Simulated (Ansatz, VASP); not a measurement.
## Sb in VASP and in Ansatz

```
CELL_PARAMETERS angstrom
4.27844 0.00000 0.00000
0.00000 4.27844 0.00000
0.00000 0.00000 3.28800
ATOMIC_POSITIONS crystal
Sb 0.50000 0.00000 0.93675
Sb 0.00000 0.50000 0.06325
```

Alike in both runs: task relaxation of cell and atoms; functional PBE; k mesh 4 × 4 × 6; occupations gaussian, width 0.1 eV; no spin polarisation.

|  | VASP | Ansatz |
| --- | --- | --- |
| version | VASP 6.6.1 | Ansatz 0.2.0 |
| potentials or method | VASP PAW PBE potentials, release 64 (Sb), cutoff 600 eV | scalar-relativistic, plane waves, PAW |
| valence electrons in the cell | 10 | 30 |

|  | VASP | Ansatz | Ansatz less VASP |
| --- | --- | --- | --- |
| gap on the k mesh at the Fermi level, each at its own relaxed structure (eV) | none | none | - |
| relaxed volume (Å³/atom) | 30.39 | 30.36 | -0.030 |
| relaxed cell length with the largest relative difference (Å) | 3.062 | 3.060 | -0.0016 |

A gap of «none» marks a metal or a gap that the smearing closes. VASP's potentials hold 10 valence electrons a cell and Ansatz's 30, so a difference there can come from the potentials and not from the codes.

The k mesh is coarse, so the values compare programs but aren't converged. Neither program's run includes spin-orbit coupling.
